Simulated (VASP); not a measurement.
# CuTe8Pb7: single point with PBEsol

CuTe8Pb7:

```
Te Cu Pb
1.0
     0.00000    6.45410    6.45410
     6.45410    0.00000    6.45410
     6.45410    6.45410    0.00000
Te Cu Pb
8 1 7
Direct
  0.25000 0.25000 0.25000
  0.23659 0.23659 0.76341
  0.23659 0.76341 0.23659
  0.23659 0.76341 0.76341
  0.76341 0.23659 0.23659
  0.76341 0.23659 0.76341
  0.76341 0.76341 0.23659
  0.75000 0.75000 0.75000
  0.00000 0.00000 0.00000
  0.00000 0.00000 0.50000
  0.00000 0.50000 0.00000
  0.00000 0.50000 0.50000
  0.50000 0.00000 0.00000
  0.50000 0.00000 0.50000
  0.50000 0.50000 0.00000
  0.50000 0.50000 0.50000
```

| Quantity | Value |
| --- | --- |
| Program | VASP 6.6.1 |
| Task | single point |
| Functional | PBEsol |
| Potentials or basis | VASP PAW PBE potentials, release 64 (Te, Cu, Pb_d) |
| Cutoff | 520 eV |
| k mesh | 3 × 3 × 3 |
| Occupations | gaussian, width 0.05 eV |
| Spin | collinear spin |
| Starting moments | [0.0, 0.0, 0.0, 0.0, 0.0, 0.0, 0.0, 0.0, 1.0, 0.0, 0.0, 0.0, 0.0, 0.0, 0.0, 0.0] μB |
| Dipole correction | no |
| Further INCAR settings | LREAL = Auto; ALGO = Normal; EDIFF = 1e-07; NBANDS = 96 |

```
Pressure                                              : -2.6 GPa
Largest force                                         : 0.109 eV/Å
Net moment                                            : 0.00 μB per cell
Valence electrons inside the program's atomic spheres : Te 3.37, 3.35 (each value once); Cu 9.69; Pb 11.86, 11.80 (each value once)
```

Forces on the atoms (eV/Å):
```
Te   0.000  0.000  0.000
Te   0.000  0.000 -0.109
Te   0.000 -0.109  0.000
Te   0.109  0.000  0.000
Te  -0.109  0.000  0.000
Te   0.000  0.109  0.000
Te   0.000  0.000  0.109
Te   0.000  0.000  0.000
Cu   0.000  0.000  0.000
Pb   0.000  0.000  0.000
Pb   0.000  0.000  0.000
Pb   0.000  0.000  0.000
Pb   0.000  0.000  0.000
Pb   0.000  0.000  0.000
Pb   0.000  0.000  0.000
Pb   0.000  0.000  0.000
```

Levels at points of the mesh, in eV from the Fermi level:
Spin up:
```
           k point  band 74  band 75  band 76  band 77  band 78  band 79  band 80  band 81  band 82  band 83
(0.00, 0.00, 0.00)    -0.72     0.00     0.00     0.14     0.14     0.14     0.72     0.90     0.90     0.90
```
Spin down:
| k point | band 75 | band 76 | band 77 | band 78 | band 79 | band 80 | band 81 | band 82 |
| --- | --- | --- | --- | --- | --- | --- | --- | --- |
| (0.00, 0.00, 0.00) | 0.00 | 0.00 | 0.14 | 0.14 | 0.14 | 0.72 | 0.90 | 0.90 |

Wall time 8.9 min on 1 thread of Intel(R) Xeon(R) 6975P-C (Granite Rapids), on a shared host, peak memory 1.1 GiB.

Caveat: the PAW data sets were made with another functional, which shifts forces and pressure a little; spin-orbit coupling is left out, which moves the levels of the heavy elements.
